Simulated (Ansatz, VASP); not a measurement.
# Two plane-wave programs on Li2S

```xyz
3
Lattice="0.0000 2.8453 2.8453 2.8453 0.0000 2.8453 2.8453 2.8453 0.0000" Properties=species:S:1:pos:R:3 pbc="T T T"
Li    1.4226    1.4226    1.4226
Li    4.2679    4.2679    4.2679
S     0.0000    0.0000    0.0000
```

Alike in both runs: task single point; functional HSE06; k mesh 4 × 4 × 4; no spin polarisation.

```csv
,VASP,Ansatz
version,VASP 6.6.1,Ansatz 0.2.0
potentials or method,"VASP PAW PBE potentials, release 64 (Li_sv, S)","plane waves, PAW"
plane-wave cutoff (eV),650,420
occupations,"gaussian, width 0.01 eV",fixed
valence electrons in the cell,12,12
```

```csv
,VASP,Ansatz,Ansatz less VASP
gap on the k mesh at the Fermi level (eV),4.33,4.34,+0.005
pressure (GPa),-0.5,-0.3,+0.19
```

Ansatz's warnings: stress exchange threshold loose, stress scf threshold loose.

The k mesh is coarse, so the values compare programs but aren't converged.
